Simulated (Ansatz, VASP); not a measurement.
# Na2S: VASP beside Ansatz

File INCAR:

```
PREC = Accurate
ENCUT = 500
EDIFF = 1E-6
ISMEAR = 0
SIGMA = 0.05
LREAL = F
LASPH = T
NELM = 120
ALGO = Normal
ISIF = 2
LWAVE = F
LCHARG = F
GGA = PS
NBANDS = 17
GGA_COMPAT = F
```

Contents of KPOINTS:

```
regular mesh
0
Gamma
  8 8 8
```

File POSCAR:

```
Na2S
1.0
    0.0000000000      3.2630000000      3.2630000000
    3.2630000000      0.0000000000      3.2630000000
    3.2630000000      3.2630000000      0.0000000000
Na S
2 1
Direct
    0.2500000000      0.2500000000      0.2500000000
    0.7500000000      0.7500000000      0.7500000000
    0.0000000000      0.0000000000      0.0000000000
```

Input for Ansatz:

```yaml
crystal:
  lattice:
    - [0.0, 3.263, 3.263]
    - [3.263, 0.0, 3.263]
    - [3.263, 3.263, 0.0]
  atoms:
    - { symbol: Na, position: [0.25, 0.25, 0.25] }
    - { symbol: Na, position: [0.75, 0.75, 0.75] }
    - { symbol: S, position: [0.0, 0.0, 0.0] }
basis:
  ecutwfc: 420
kpoints:
  mp_grid: { grid: [8, 8, 8] }
hamiltonian:
  xc: pbesol
scf:
  occupations: { method: gaussian, width: 0.05 }
output:
  forces: true
  stress: true
  eigenvalues: true
```

Alike in both runs: task single point; functional PBEsol; k mesh 8 × 8 × 8; occupations gaussian, width 0.05 eV; no spin polarisation.

```csv
,VASP,Ansatz
version,VASP 6.6.1,Ansatz 0.2.0
potentials or method,"VASP PAW PBE potentials, release 64 (Na_pv, S), cutoff 500 eV","scalar-relativistic, plane waves, PAW"
valence electrons in the cell,20,24
```

|  | VASP | Ansatz | Ansatz less VASP |
| --- | --- | --- | --- |
| gap on the k mesh at the Fermi level (eV) | 2.39 | 2.39 | +0.004 |
| least direct gap on the mesh (eV) | 2.39 | 2.39 | +0.004 |
| pressure (GPa) | -0.3 | -0.3 | -0.04 |

VASP's potentials were made for PBE, not for PBEsol. With one functional, cell and mesh, what is left measures potentials, basis and numerics. VASP's potentials hold 20 valence electrons a cell and Ansatz's 24, so a difference there can come from the potentials and not from the codes.
